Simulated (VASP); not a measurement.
MoS2:

```
CELL_PARAMETERS angstrom
1.58550 0.91539 6.11500
-1.58550 0.91539 6.11500
0.00000 -1.83078 6.11500
ATOMIC_POSITIONS crystal
Mo 0.00000 0.00000 0.00000
S 0.25000 0.25000 0.25000
S 0.75000 0.75000 0.75000
```

```yaml
Program: VASP 6.6.1
Task: relaxation of cell and atoms
Functional: PBEsol
Potentials_or_basis: VASP PAW PBE potentials, release 64 (Mo_sv, S)
Cutoff: 600 eV
k_mesh: 10 × 10 × 10
Occupations: fermi-dirac, width 0.05 eV
Spin: no spin polarisation
Hubbard_terms: Mo d U = 2.0 eV
```

At the start: pressure 4.0 GPa; volume 17.75 Å³/atom.

Q: How do energy, volume and symmetry change on relaxing?

A: Over 25 steps the energy falls by 16.2 meV/atom and the volume is 17.42 Å³/atom (-1.8 %); space group R-3m (No. 166, to 0.1 Å) before and after.

Step by step:
| step | energy change (eV) | largest force (eV/Å) | pressure (GPa) | volume (Å³) |
| --- | --- | --- | --- | --- |
| 1 | 0.0000 | 0.8552 | 4.00 | 53.25 |
| 2 | 0.0590 | 0.9676 | -8.60 | 56.73 |
| 3 | -0.0335 | 0.1114 | -1.22 | 54.52 |
| 4 | -0.0335 | 0.1254 | -1.17 | 54.49 |
| 5 | -0.0432 | 0.0698 | -0.59 | 53.87 |
| 6 | -0.0451 | 0.0358 | -0.17 | 53.45 |
| 7 | -0.0451 | 0.0345 | -0.14 | 53.42 |
| 8 | -0.0455 | 0.0604 | 0.06 | 53.30 |
| 9 | -0.0458 | 0.1383 | 0.70 | 52.92 |
| 10 | -0.0458 | 0.1207 | 0.55 | 53.01 |
| 11 | -0.0459 | 0.1199 | 0.55 | 53.00 |
| 12 | -0.0461 | 0.1176 | 0.54 | 52.97 |
| 13 | -0.0464 | 0.1136 | 0.49 | 52.90 |
| 14 | -0.0470 | 0.1058 | 0.45 | 52.77 |
| 15 | -0.0478 | 0.0893 | 0.35 | 52.51 |
| 16 | -0.0477 | 0.0564 | 0.19 | 51.99 |
| 17 | -0.0481 | 0.0753 | 0.30 | 52.27 |
| 18 | -0.0483 | 0.0291 | -0.04 | 52.36 |
| 19 | -0.0483 | 0.0025 | -0.23 | 52.41 |
| 20 | -0.0484 | 0.0095 | -0.20 | 52.39 |
| 21 | -0.0483 | 0.0161 | -0.16 | 52.38 |
| 22 | -0.0484 | 0.0132 | -0.15 | 52.39 |
| 23 | -0.0484 | 0.0112 | -0.16 | 52.39 |
| 24 | -0.0484 | 0.0106 | -0.12 | 52.36 |
| 25 | -0.0485 | 0.0092 | 0.00 | 52.27 |

Final structure:
```xyz
3
Lattice="1.5707 0.9068 6.1164 -1.5707 0.9068 6.1164 0.0000 -1.8137 6.1164" Properties=species:S:1:pos:R:3 pbc="T T T"
Mo    0.0000    0.0000    0.0000
S     0.0000    0.0000    4.5222
S     0.0000    0.0000   13.8271
```

Caveat: the PAW data sets were made with another functional, which shifts forces and pressure a little; U without spin polarisation on a metal has little footing.
